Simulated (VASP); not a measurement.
# Al2O3 (Corundum) (R-3c) in VASP: a series of runs

The runs below take Al2O3 (Corundum) through relaxation of shape and atoms at fixed volume, relaxation of the atoms, with PBE.

Program: VASP 6.6.1. These are calculated values, not measurements. Logs are shortened: lines on timing, memory, paths and dates and some standing lists are left out, and cuts for length are marked.

**1. The cell of the first run**

It takes space group R-3c (No. 167, trigonal). The conventional cell has a = 4.901 Å, b = 4.901 Å, c = 13.391 Å, α = 90.00°, β = 90.00°, γ = 120.00°. Within 2.5 Å of Al (site symmetry 3) lie 6 O at 1.91 to 2.03 Å. Within 2.5 Å of O (site symmetry 2) lie 4 Al at 1.91 to 2.03 Å.

**2. Relaxation of shape and atoms at fixed volume, PBE (volume scaled by 1.06)**

Input file INCAR:

```
SYSTEM = Al2O3
PREC = Accurate
ENCUT = 600
EDIFF = 1E-6
ISMEAR = 0
SIGMA = 0.02
LREAL = .False.
LASPH = .True.
NELM = 80
ALGO = Normal
ISIF = 4
LWAVE = .False.
LCHARG = .False.
GGA = PE
IBRION = 2
NSW = 50
EDIFFG = -0.01
```

Input file KPOINTS:

```
Automatic mesh
0
Gamma
  6 6 6
  0 0 0
```

Input file POSCAR:

```
Al2O3
1.0
    2.4506077416      1.4148590393      4.4635828629
   -2.4506077416      1.4148590393      4.4635828629
    0.0000000000     -2.8297180786      4.4635828629
Al O
4 6
Direct
    0.3521909884      0.3521909884      0.3521909884
    0.1478090116      0.1478090116      0.1478090116
    0.6478090116      0.6478090116      0.6478090116
    0.8521909884      0.8521909884      0.8521909884
    0.5559231347      0.9440768653      0.2500000000
    0.2500000000      0.5559231347      0.9440768653
    0.9440768653      0.2500000000      0.5559231347
    0.4440768653      0.0559231347      0.7500000000
    0.7500000000      0.4440768653      0.0559231347
    0.0559231347      0.7500000000      0.4440768653
```

Potentials or basis: VASP PAW PBE potentials, release 64 (Al, O).

Launch:

```console
$ cat potpaw_PBE.64/Al/POTCAR potpaw_PBE.64/O/POTCAR > POTCAR
$ mpirun -np 1 vasp_std > vasp.out
```

OUTCAR:

```text
SYSTEM = Al2O3
   PREC = Accurate
   ENCUT = 600
   EDIFF = 1E-6
   ISMEAR = 0
   LREAL = .False.
   LASPH = .True.
   NELM = 80
   ISIF = 4
   GGA = PE
   IBRION = 2
   NSW = 50
   EDIFFG = -0.01

 ion  position               nearest neighbor table
   1  0.352  0.352  0.352-  10 1.91   8 1.91   9 1.91   5 2.03   6 2.03   7 2.03   2 2.74   3 2.87
                             3 2.87   3 2.87   2 3.31   2 3.31   2 3.31
   2  0.148  0.148  0.148-   9 1.91   8 1.91  10 1.91   5 2.03   7 2.03   6 2.03   1 2.74   4 2.87
                             4 2.87   4 2.87   1 3.31   1 3.31   1 3.31
   3  0.648  0.648  0.648-   7 1.91   5 1.91   6 1.91   8 2.03   9 2.03  10 2.03   4 2.74   1 2.87
                             1 2.87   1 2.87   4 3.31   4 3.31   4 3.31
   4  0.852  0.852  0.852-   6 1.91   5 1.91   7 1.91   8 2.03  10 2.03   9 2.03   3 2.74   2 2.87
                             2 2.87   2 2.87   3 3.31   3 3.31   3 3.31
   5  0.556  0.944  0.250-   3 1.91   4 1.91   1 2.03   2 2.03
   6  0.250  0.556  0.944-   4 1.91   3 1.91   1 2.03   2 2.03
   7  0.944  0.250  0.556-   3 1.91   4 1.91   2 2.03   1 2.03
   8  0.444  0.056  0.750-   1 1.91   2 1.91   3 2.03   4 2.03
   9  0.750  0.444  0.056-   2 1.91   1 1.91   3 2.03   4 2.03
  10  0.056  0.750  0.444-   1 1.91   2 1.91   4 2.03   3 2.03

  LATTYP: Found a trigonal (rhomboedric) cell.
 ALAT       =     5.2849670177
 COS(alpha) =     0.5699756626

  Lattice vectors:

 A1 = (   2.4506077416,   1.4148590393,   4.4635828629)
 A2 = (  -2.4506077416,   1.4148590393,   4.4635828629)
 A3 = (   0.0000000000,  -2.8297180786,   4.4635828629)

Analysis of symmetry for initial positions (statically):
=====================================================================
 Subroutine PRICEL returns:
 Original cell was already a primitive cell.

 Routine SETGRP: Setting up the symmetry group for a
 trigonal (rhombohedral) supercell.

 Subroutine GETGRP returns: Found 12 space group operations
 (whereof  6 operations were pure point group operations)
 out of a pool of 12 trial point group operations.

The static configuration has the point symmetry S_6 .
 The point group associated with its full space group is D_3d.

Analysis of symmetry for dynamics (positions and initial velocities):
=====================================================================
 Subroutine PRICEL returns:
 Original cell was already a primitive cell.

 Routine SETGRP: Setting up the symmetry group for a
 trigonal (rhombohedral) supercell.

 Subroutine GETGRP returns: Found 12 space group operations
 (whereof  6 operations were pure point group operations)
 out of a pool of 12 trial point group operations.

The dynamic configuration has the point symmetry S_6 .
 The point group associated with its full space group is D_3d.

 Subroutine INISYM returns: Found 12 space group operations
 (whereof  6 operations are pure point group operations),
 and found     1 'primitive' translations

----------------------------------------------------------------------------------------

                                     Primitive cell

  volume of cell :      92.8585

  direct lattice vectors                    reciprocal lattice vectors
     2.450607742  1.414859039  4.463582863     0.204031021  0.117797365  0.074678424
    -2.450607742  1.414859039  4.463582863    -0.204031021  0.117797365  0.074678424
     0.000000000 -2.829718079  4.463582863     0.000000000 -0.235594730  0.074678424

  length of vectors
     5.284967018  5.284967018  5.284967018     0.247147211  0.247147211  0.247147211

  position of ions in fractional coordinates (direct lattice)
     0.352190988  0.352190988  0.352190988
     0.147809012  0.147809012  0.147809012
     0.647809012  0.647809012  0.647809012
     0.852190988  0.852190988  0.852190988
     0.555923135  0.944076865  0.250000000
     0.250000000  0.555923135  0.944076865
[... 111 lines left out ...]
  Fermi-wavevector in a.u.,A,eV,Ry     =   1.313857  2.482829 23.486638  1.726219
  Thomas-Fermi vector in A             =   2.444150
   LORBIT       =      0    0 simple, 1 ext, 2 COOP (PROOUT), +10 PAW based schemes
   GGA     = PE    functional components
   LHFCALC =     F    Hartree Fock is set to
   AEXX    =    0.0000 exact exchange contribution
   IVDW    =     0    specifies the selected vdW correction
   LEPSILON=     F    determine dielectric tensor
   LRPA    =     F    only Hartree local field effects (RPA)
 conjugate gradient relaxation of ions
 non-spin polarized calculation
 Gauss-broadening in eV      SIGMA  =   0.02
  energy-cutoff  :      600.00
  volume of cell :       92.86
 maximum number of plane-waves:      3131
   NGX = 21   NGY = 21   NGZ = 21

--------------------------------------- Ionic step        1  -------------------------------------------

 number of electron      47.9999996 magnetization

 Free energy of the ion-electron system (eV)
  ---------------------------------------------------
  ext. energy  EPLUGINS =         0.00000000
  ---------------------------------------------------
  free energy    TOTEN  =       -74.62848906 eV

  energy without entropy =      -74.62848906  energy(sigma->0) =      -74.62848906

------------------------ aborting loop because EDIFF is reached ----------------------------------------

  FORCE on cell =-STRESS in cart. coord.  units (eV):
  Direction    XX          YY          ZZ          XY          YZ          ZX
  --------------------------------------------------------------------------------------
  -------------------------------------------------------------------------------------
  Total       -7.2555454     -7.2555454     -7.0296730      0.0000000      0.0000000      0.0000000
  in kB     -125.1868818   -125.1868818   -121.2896882      0.0000000      0.0000000      0.0000000
  external PRESSURE =    -123.8878172 kB  Pullay stress =       0.0000000 kB

 VOLUME and BASIS-vectors are now :
 -----------------------------------------------------------------------------
  energy-cutoff  :      600.00
  volume of cell :       92.86
      direct lattice vectors                 reciprocal lattice vectors
     2.450607742  1.414859039  4.463582863     0.204031021  0.117797365  0.074678424
    -2.450607742  1.414859039  4.463582863    -0.204031021  0.117797365  0.074678424
     0.000000000 -2.829718079  4.463582863     0.000000000 -0.235594730  0.074678424

 POSITION                                       TOTAL-FORCE (eV/Angst)
 -----------------------------------------------------------------------------------
      0.00000      0.00000      4.71610         0.000000      0.000000      0.014113
      0.00000      0.00000      1.97927         0.000000      0.000000     -0.014113
      0.00000      0.00000      8.67465         0.000000      0.000000     -0.014113
      0.00000      0.00000     11.41148         0.000000      0.000000      0.014113
     -0.95121      1.41486      7.81127        -0.030613      0.000000     -0.000000
     -0.74970     -1.53120      7.81127         0.015307     -0.026512      0.000000
      1.70091      0.11634      7.81127         0.015307      0.026512      0.000000
      0.95121     -1.41486      5.57948         0.030613      0.000000     -0.000000
      0.74970      1.53120      5.57948        -0.015307      0.026512      0.000000
     -1.70091     -0.11634      5.57948        -0.015307     -0.026512      0.000000
 -----------------------------------------------------------------------------------
    total drift:                               -0.000000      0.000000     -0.000000

  FREE ENERGIE OF THE ION-ELECTRON SYSTEM (eV)
  ---------------------------------------------------
  free  energy   TOTEN  =       -74.6284890625 eV

  energy  without entropy=      -74.6284890625  energy(sigma->0) =      -74.62848906

--------------------------------------- Ionic step        2  -------------------------------------------

 number of electron      47.9999997 magnetization

 Free energy of the ion-electron system (eV)
  ---------------------------------------------------
  ext. energy  EPLUGINS =         0.00000000
  ---------------------------------------------------
  free energy    TOTEN  =       -74.62871168 eV

  energy without entropy =      -74.62871168  energy(sigma->0) =      -74.62871168

 E-fermi :   5.3292     XC(G=0): -11.2560

 val. band max:        5.1590356919   @ k =   0.0000   0.0000   0.0000
 cond. band min:      10.3171068186   @ k =   0.0000   0.0000   0.0000
 fundamental gap:      5.1580711267
 Fermi energy:         5.3291775872

 k-point     1 :       0.0000    0.0000    0.0000
  band No.  band energies     occupation
      1     -13.4216      2.00000
      2     -11.4214      2.00000
      3     -11.1766      2.00000
      4     -11.1766      2.00000
      5     -10.8922      2.00000
      6     -10.8922      2.00000
[... 781 lines left out ...]
     29      14.8329      0.00000
     30      15.6029      0.00000

 [... further k-points ...]
[... 5 lines left out ...]
  --------------------------------------------------------------------------------------
  -------------------------------------------------------------------------------------
  Total       -7.1542408     -7.1542408     -7.2053203      0.0000000      0.0000000      0.0000000
  in kB     -123.4389753   -123.4389753   -124.3202986      0.0000000      0.0000000      0.0000000
  external PRESSURE =    -123.7327497 kB  Pullay stress =       0.0000000 kB

 VOLUME and BASIS-vectors are now :
 -----------------------------------------------------------------------------
  energy-cutoff  :      600.00
  volume of cell :       92.86
      direct lattice vectors                 reciprocal lattice vectors
     2.449717948  1.414345317  4.466826003     0.204105130  0.117840152  0.074624204
    -2.449717948  1.414345317  4.466826003    -0.204105130  0.117840152  0.074624204
     0.000000000 -2.828690633  4.466826003     0.000000000 -0.235680303  0.074624204

 POSITION                                       TOTAL-FORCE (eV/Angst)
 -----------------------------------------------------------------------------------
      0.00000      0.00000      4.72021         0.000000     -0.000000      0.000471
      0.00000      0.00000      1.98003         0.000000     -0.000000     -0.000471
      0.00000      0.00000      8.68027         0.000000     -0.000000     -0.000471
      0.00000      0.00000     11.42045         0.000000      0.000000      0.000471
     -0.95234      1.41435      7.81695        -0.000239     -0.000000     -0.000000
     -0.74869     -1.53193      7.81695         0.000120     -0.000207     -0.000000
      1.70103      0.11758      7.81695         0.000120      0.000207     -0.000000
      0.95234     -1.41435      5.58353         0.000239     -0.000000     -0.000000
      0.74869      1.53193      5.58353        -0.000120      0.000207     -0.000000
     -1.70103     -0.11758      5.58353        -0.000120     -0.000207     -0.000000
 -----------------------------------------------------------------------------------
    total drift:                               -0.000000      0.000000     -0.000000

  FREE ENERGIE OF THE ION-ELECTRON SYSTEM (eV)
  ---------------------------------------------------
  free  energy   TOTEN  =       -74.6287116826 eV

  energy  without entropy=      -74.6287116826  energy(sigma->0) =      -74.62871168

 reached required accuracy - stopping structural energy minimisation
```

It took 2.7 min on 1 thread of Intel Xeon Platinum 8488C (Sapphire Rapids), shared host; peak memory 0.3 GiB.

Results:

* Free energy: -74.6287 eV
* Energy gained by relaxing: 0.0 meV/atom
* Ionic steps: 2
* Pressure after relaxing: -12.4 GPa
* Band gap on the k mesh: 5.16 eV, direct

Stress tensor (GPa, compression positive):
```
-12.34   0.00   0.00
  0.00 -12.34   0.00
  0.00   0.00 -12.43
```

The path:
```csv
step,energy change (eV),largest force (eV/Å),pressure (GPa),volume (Å³)
1,0.0000,0.0306,-12.39,92.86
2,-0.0002,0.0005,-12.37,92.86
```

Final structure:
```
Al O
1.0
     2.44972    1.41435    4.46683
    -2.44972    1.41435    4.46683
     0.00000   -2.82869    4.46683
Al O
4 6
Direct
  0.35224 0.35224 0.35224
  0.14776 0.14776 0.14776
  0.64776 0.64776 0.64776
  0.85224 0.85224 0.85224
  0.55562 0.94438 0.25000
  0.25000 0.55562 0.94438
  0.94438 0.25000 0.55562
  0.44438 0.05562 0.75000
  0.75000 0.44438 0.05562
  0.05562 0.75000 0.44438
```

Caveat: the cell differs from its parent crystal (volume scaled by 1.06).

**3. Relaxation of shape and atoms at fixed volume, PBE (volume scaled by 1.10)**

Input file INCAR:

```
SYSTEM = Al2O3
ALGO = Normal
EDIFF = 1E-6
EDIFFG = -0.01
ENCUT = 600
GGA = PE
IBRION = 2
ISIF = 4
ISMEAR = 0
LASPH = .TRUE.
LCHARG = .FALSE.
LREAL = .FALSE.
LWAVE = .FALSE.
NELM = 100
NSW = 50
PREC = Accurate
SIGMA = 0.02
```

Input file KPOINTS:

```
k-points
0
G
  6 6 6
  0 0 0
```

Input file POSCAR:

```
Al2O3
1.0
    2.4802441318      1.4319696172      4.5219854657
   -2.4802441318      1.4319696172      4.5219854657
    0.0000000000     -2.8639392343      4.5219854657
Al O
4 6
Direct
    0.3522393007      0.3522393007      0.3522393007
    0.1477606993      0.1477606993      0.1477606993
    0.6477606993      0.6477606993      0.6477606993
    0.8522393007      0.8522393007      0.8522393007
    0.5556666308      0.9443333692      0.2500000000
    0.2500000000      0.5556666308      0.9443333692
    0.9443333692      0.2500000000      0.5556666308
    0.4443333692      0.0556666308      0.7500000000
    0.7500000000      0.4443333692      0.0556666308
    0.0556666308      0.7500000000      0.4443333692
```

Potentials or basis: VASP PAW PBE potentials, release 64 (Al, O).

Launch:

```console
$ cat potpaw_PBE.64/Al/POTCAR potpaw_PBE.64/O/POTCAR > POTCAR
$ mpirun -np 1 vasp_std > vasp.out
```

Run time: 3.2 min. Hardware: 1 thread of Intel Xeon Platinum 8488C (Sapphire Rapids), shared host; peak memory 0.36 GiB.

It converged, with:

* Free energy: -74.2990 eV
* Energy gained by relaxing: 0.0 meV/atom
* Ionic steps: 2
* Pressure after relaxing: -18.5 GPa
* Band gap on the k mesh: 4.72 eV, direct

Forces in eV/Å, atoms in the order of the input:
```
Al   0.000  0.000 -0.001
Al   0.000  0.000  0.001
Al   0.000  0.000  0.001
Al   0.000  0.000 -0.001
O   -0.003  0.000  0.000
O    0.001 -0.002  0.000
O    0.001  0.002  0.000
O    0.003  0.000  0.000
O   -0.001  0.002  0.000
O   -0.001 -0.002  0.000
```

Stress tensor (GPa, compression positive):
```
-18.49   0.00   0.00
  0.00 -18.49   0.00
  0.00   0.00 -18.57
```

The path:
| step | energy change (eV) | largest force (eV/Å) | pressure (GPa) | volume (Å³) |
| --- | --- | --- | --- | --- |
| 1 | 0.0000 | 0.0373 | -18.53 | 96.36 |
| 2 | -0.0003 | 0.0028 | -18.51 | 96.36 |

Final structure:
```xyz
10
Lattice="2.4791 1.4313 4.5261 -2.4791 1.4313 4.5261 0.0000 -2.8627 4.5261" Properties=species:S:1:pos:R:3 pbc="T T T"
Al    0.0000    0.0000    4.7835
Al    0.0000    0.0000    2.0056
Al    0.0000    0.0000    8.7947
Al    0.0000    0.0000   11.5725
O    -0.9654    1.4313    7.9206
O    -0.7569   -1.5517    7.9206
O     1.7222    0.1204    7.9206
O     0.9654   -1.4313    5.6576
O     0.7569    1.5517    5.6576
O    -1.7222   -0.1204    5.6576
```

Levels at points of the mesh, in eV from the valence-band top:
```
           k point  band 20  band 21  band 22  band 23  band 24  band 25  band 26  band 27  band 28  band 29
(0.00, 0.00, 0.00)    -0.36    -0.36    -0.03     0.00     0.00     4.72     8.19     9.19    10.41    10.41
(0.50, 0.00, 0.00)    -1.16    -0.72    -0.72    -0.19    -0.19     8.01     8.01     8.48     8.48    10.88
(0.50, 0.50, 0.00)    -1.10    -0.81    -0.75    -0.59    -0.18     8.16     8.57     8.96     9.32     9.70
(0.50, 0.50, 0.50)    -1.69    -0.27    -0.27    -0.27    -0.27     7.34     7.34     9.99     9.99    10.94
```

Caveat: the cell differs from its parent crystal (volume scaled by 1.10).

(Part 1 of 2 ends here.)
